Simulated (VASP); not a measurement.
Input of a VASP 6.6.1 run:

Contents of INCAR:

```
SYSTEM = AlN
PREC     = Accurate       ! precision mode
ENCUT    = 520            ! plane-wave cutoff, eV
EDIFF    = 1E-8           ! SCF threshold, eV
ISMEAR   = -1             ! smearing method
SIGMA    = 0.02           ! smearing width, eV
LREAL    = .FALSE.        ! projectors in reciprocal space
LASPH    = .TRUE.         ! aspherical terms in the spheres
NELM     = 60             ! most SCF steps
ALGO     = Normal         ! electronic algorithm
ISIF     = 2              ! what is computed and relaxed
LWAVE    = .FALSE.        ! write WAVECAR
LCHARG   = .FALSE.        ! write CHGCAR
GGA      = PE             ! functional
LEFG     = .TRUE.       
NBANDS   = 11             ! bands
```

Contents of KPOINTS:

```
regular mesh
0
G
  10 10 10
  0 0 0
```

File POSCAR:

```
AlN
1.0
    0.0000000000      1.9780000000      2.0175600000
    1.9780000000      0.0000000000      2.0175600000
    1.9780000000      1.9780000000      0.0000000000
Al N
1 1
Direct
    0.0000000000      0.0000000000      0.0000000000
    0.5000000000      0.5000000000      0.5000000000
```

Potentials or basis: VASP PAW PBE potentials, release 64 (Al, N).

Command:

```console
$ cat potpaw_PBE.64/Al/POTCAR potpaw_PBE.64/N/POTCAR > POTCAR
$ mpirun -np 1 vasp_std > vasp.out
```

Task: Predict the pressure.

Result: 18.8 GPa.

Task: Estimate the band gap on the k mesh.

Result: 4.90 eV, indirect (least direct gap 6.26 eV).

Electric field gradients, principal values (V/Å²):
```tsv
atom	least	middle	greatest (by size)
1 Al	-3.880	-3.880	7.759
2 N	-1.318	-1.319	2.637
```

Caveat: the cell differs from its parent crystal (zz strain of +2 %); without QUAD_EFG the Cq values of the log hold for a quadrupole moment of 1 mb, not for the nuclei. A k mesh can miss the band edges.
